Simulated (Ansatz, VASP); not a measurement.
## Two plane-wave programs on Y

File POSCAR:

```
Y
1.0
    0.0000000000      2.5844000000      2.5844000000
    2.5844000000      0.0000000000      2.5844000000
    2.5844000000      2.5844000000      0.0000000000
Y
1
Direct
    0.0000000000      0.0000000000      0.0000000000
```

INCAR.step1

```
SYSTEM = Y
ALGO     = Normal         ! electronic algorithm
EDIFF    = 1E-4           ! SCF threshold, eV
ENCUT    = 520            ! plane-wave cutoff, eV
GGA      = PE             ! functional
ISMEAR   = 0              ! smearing method
LASPH    = .True.         ! aspherical terms in the spheres
LCHARG   = .False.        ! write CHGCAR
LREAL    = .False.        ! projectors in reciprocal space
LWAVE    = .True.         ! write WAVECAR
NBANDS   = 12             ! bands
NELM     = 60             ! most SCF steps
PREC     = Accurate       ! precision mode
SIGMA    = 0.15           ! smearing width, eV
```

INCAR.step2

```
SYSTEM = Y
ALGO     = Normal         ! electronic algorithm
EDIFF    = 1E-7           ! SCF threshold, eV
ENCUT    = 520            ! plane-wave cutoff, eV
ISIF     = 2              ! what is computed and relaxed
ISMEAR   = 0              ! smearing method
ISTART   = 1            
LASPH    = .True.         ! aspherical terms in the spheres
LCHARG   = .False.        ! write CHGCAR
LMIXTAU  = .True.       
LREAL    = .False.        ! projectors in reciprocal space
LWAVE    = .False.        ! write WAVECAR
METAGGA  = R2SCAN         ! meta-GGA
NBANDS   = 12             ! bands
NELM     = 60             ! most SCF steps
PREC     = Accurate       ! precision mode
SIGMA    = 0.15           ! smearing width, eV
```

The input KPOINTS:

```
k-points
0
Gamma
  16 16 16
  0 0 0
```

Input for Ansatz:

```yaml
crystal:
  lattice:
    - [0.0, 2.5844, 2.5844]
    - [2.5844, 0.0, 2.5844]
    - [2.5844, 2.5844, 0.0]
  atoms:
    - { symbol: "Y", position: [0.0, 0.0, 0.0] }
basis:
  ecutwfc: 500
kpoints:
  mp_grid: { grid: [16, 16, 16] }
hamiltonian:
  xc: r2scan
scf:
  occupations: { method: gaussian, width: 0.15 }
output:
  forces: true
  stress: true
  eigenvalues: true
```

Change from the starting cell: strain +0.040 along x and y, +0.040 along z, atoms carried along.

Alike in both runs: task single point; functional r2SCAN; k mesh 16 × 16 × 16; occupations gaussian, width 0.15 eV; no spin polarisation.

|  | VASP | Ansatz |
| --- | --- | --- |
| version | VASP 6.6.1 | Ansatz 0.2.0 |
| potentials or method | VASP PAW PBE potentials, release 64 (Y_sv), cutoff 520 eV | scalar-relativistic, plane waves, PAW |
| valence electrons in the cell | 11 | 11 |

|  | VASP | Ansatz | Ansatz less VASP |
| --- | --- | --- | --- |
| gap on the k mesh at the Fermi level (eV) | none | none | - |
| pressure (GPa) | -1.3 | -1.3 | -0.06 |

VASP's potentials were made for PBE, not for r2SCAN. A gap of «none» marks a metal or a gap that the smearing closes.
